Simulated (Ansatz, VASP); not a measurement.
This is a calculation of Au for Ansatz 0.2.0.

The input input.yaml:

```yaml
crystal:
  lattice:
    - [2.8154890579, 0.0, 0.0]
    - [-0.0129553469, 2.8201795887, 0.0]
    - [-1.1378916452, -1.1854109603, 4.9240140333]
  atoms:
    - { symbol: Au, position: [0.672862, 0.665962, 0.274055] }
    - { symbol: Au, position: [0.327138, 0.334038, 0.725945] }
hamiltonian:
  xc: r2scan
  pseudopotentials: { kind: paw }
kpoints:
  mp_grid: { grid: [10, 10, 6] }
scf:
  occupations: { method: fermi_dirac, width: 0.05 }
output:
  forces: true
  stress: true
  eigenvalues: true
```

Potentials or basis: Ansatz PAW.

Command:

```console
$ ansatz run input.yaml --threads 2 --pin off --max-ram 5632MiB --backend cpu --events-out ev --progress --plain --runs-dir out
```

**Question.** Set up the same calculation for VASP 6.6.1. Potentials there: VASP PAW PBE potentials, release 64 (Au).

**Answer.** As run (the cutoff follows the program's own potentials):

File POSCAR:

```
Au
1.0
    2.8154890579      0.0000000000      0.0000000000
   -0.0129553469      2.8201795887      0.0000000000
   -1.1378916452     -1.1854109603      4.9240140333
Au
2
Direct
    0.6728620000      0.6659620000      0.2740550000
    0.3271380000      0.3340380000      0.7259450000
```

INCAR.step1

```
SYSTEM = Au
PREC = Accurate ; ENCUT = 520
ISMEAR = -1 ; SIGMA = 0.05
LREAL = .False. ; LASPH = .True.
NELM = 60 ; NBANDS = 18
GGA = PE ; ALGO = Normal
EDIFF = 1E-4 ; LWAVE = .True.
LCHARG = .False.
```

INCAR.step2

```
SYSTEM = Au
PREC = Accurate ; ENCUT = 520
EDIFF = 1E-6 ; ISMEAR = -1
SIGMA = 0.05 ; LREAL = .False.
LASPH = .True. ; NELM = 60
ALGO = Normal ; ISIF = 2
LWAVE = .False. ; LCHARG = .True.
METAGGA = R2SCAN ; LMIXTAU = .True.
LELF = .True. ; LVHAR = .True.
NBANDS = 18 ; ISTART = 1
```

File KPOINTS:

```
regular mesh
0
Gamma
  10 10 6
  0 0 0
```

Potentials or basis: VASP PAW PBE potentials, release 64 (Au).

The run is started by

```console
$ cat potpaw_PBE.64/Au/POTCAR > POTCAR
$ cp INCAR.step1 INCAR
$ mpirun -np 1 vasp_std > vasp.out
$ cp INCAR.step2 INCAR
$ mpirun -np 1 vasp_std > vasp.out
```

Both were run:

|  | VASP | Ansatz | Ansatz less VASP |
| --- | --- | --- | --- |
| gap on the k mesh at the Fermi level (eV) | none | none | - |
| pressure (GPa) | -3.9 | -4.1 | -0.23 |
| traceless stress, the component that is largest in VASP (GPa) | 1.62 | 1.65 | +0.026 |
| rms of the force components (eV/Å) | 0.027 | 0.027 | -0.0008 |

VASP's potentials were made for PBE, not for r2SCAN. Atom by atom the forces differ by 0.001 eV/Å (rms over components). A gap of «none» marks a metal or a gap that the smearing closes. VASP's potentials hold 22 valence electrons a cell and Ansatz's 38, so a difference there can come from the potentials and not from the codes.

Spin-orbit coupling is off throughout.
